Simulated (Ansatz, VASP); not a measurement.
# One calculation of Mg4O, two programs

```
CELL_PARAMETERS angstrom
3.14661 0.00000 0.00000
0.00000 5.03889 0.00000
0.00000 0.00000 20.58461
ATOMIC_POSITIONS crystal
Mg 0.00000 0.75000 0.19432
Mg 0.50000 0.25000 0.23845
Mg 0.50000 0.75000 0.33061
Mg 0.00000 0.25000 0.36846
O 0.37500 0.62500 0.55452
```

Alike in both runs: task single point; functional LDA; k mesh 8 × 5 × 1; occupations gaussian, width 0.1 eV; no spin polarisation.

|  | VASP | Ansatz |
| --- | --- | --- |
| version | VASP 6.6.1 | Ansatz 0.2.0 |
| potentials or method | VASP PAW LDA potentials, release 64 (Mg, O), cutoff 520 eV | scalar-relativistic, plane waves, PAW |
| valence electrons in the cell | 14 | 46 |

Ansatz gave:

- gap on the k mesh at the Fermi level (eV): none
- rms of the force components (eV/Å): 0.153

Estimate VASP's values.

gap on the k mesh at the Fermi level (eV): none; rms of the force components (eV/Å): 0.154.

LDA's correlation is that of Perdew and Zunger in VASP and of Perdew and Wang (1992) in Ansatz. Atom by atom the forces differ by 0.007 eV/Å (rms over components). A gap of «none» marks a metal or a gap that the smearing closes. VASP's potentials hold 14 valence electrons a cell and Ansatz's 46, so a difference there can come from the potentials and not from the codes.
